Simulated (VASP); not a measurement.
CsTlS: single point with PBE

The system is CsTlS.

```xyz
3
Lattice="5.0485 0.0000 0.0000 0.0000 5.0485 0.0000 0.0000 0.0000 5.6638" Properties=species:S:1:pos:R:3 pbc="T T T"
Cs    2.5243    2.5243    2.8319
Tl    0.0000    0.0000    0.0000
S     0.0000    0.0000    2.8319
```

The cell was built from a structure type or drawn by symmetry, and may not be a known phase.

```
Program                : VASP 6.6.1
Task                   : single point
Functional             : PBE
Potentials or basis    : VASP PAW PBE potentials, release 64 (Cs_sv, Tl_d, S)
Cutoff                 : 520 eV
k mesh                 : 10 × 10 × 8
Occupations            : gaussian, width 0.1 eV
Spin                   : no spin polarisation
Dipole correction      : no
Further INCAR settings : ALGO = Normal; EDIFF = 1e-07; NBANDS = 21
```

| Quantity | Value |
| --- | --- |
| Pressure | 0.0 GPa |
| Band gap on the k mesh | zero (bands 14 and 15 overlap by 0.37 eV) |

Levels at points of the mesh, in eV from the Fermi level:
| k point | band 12 | band 13 | band 14 | band 15 | band 16 | band 17 |
| --- | --- | --- | --- | --- | --- | --- |
| (0.00, 0.00, 0.00) | -3.21 | -1.63 | -1.63 | 2.05 | 2.54 | 2.57 |
| (0.50, 0.00, 0.00) | -3.25 | -2.59 | -2.04 | 0.22 | 2.96 | 4.26 |
| (0.50, 0.50, 0.00) | -3.14 | -1.88 | -1.88 | 1.05 | 1.05 | 2.09 |
| (0.00, 0.00, 0.50) | -1.38 | -1.38 | 0.15 | 1.46 | 1.46 | 2.01 |
| (0.50, 0.00, 0.50) | -2.15 | -1.80 | -0.14 | 0.29 | 2.07 | 3.03 |
| (0.50, 0.50, 0.50) | -1.50 | -1.50 | -0.22 | -0.22 | 0.39 | 3.37 |

Wall time 120 s on 1 thread of Intel(R) Xeon(R) 6975P-C (Granite Rapids) (shared host), peak memory 0.49 GiB.

Caveat: spin-orbit coupling is left out, which moves the levels of the heavy elements.
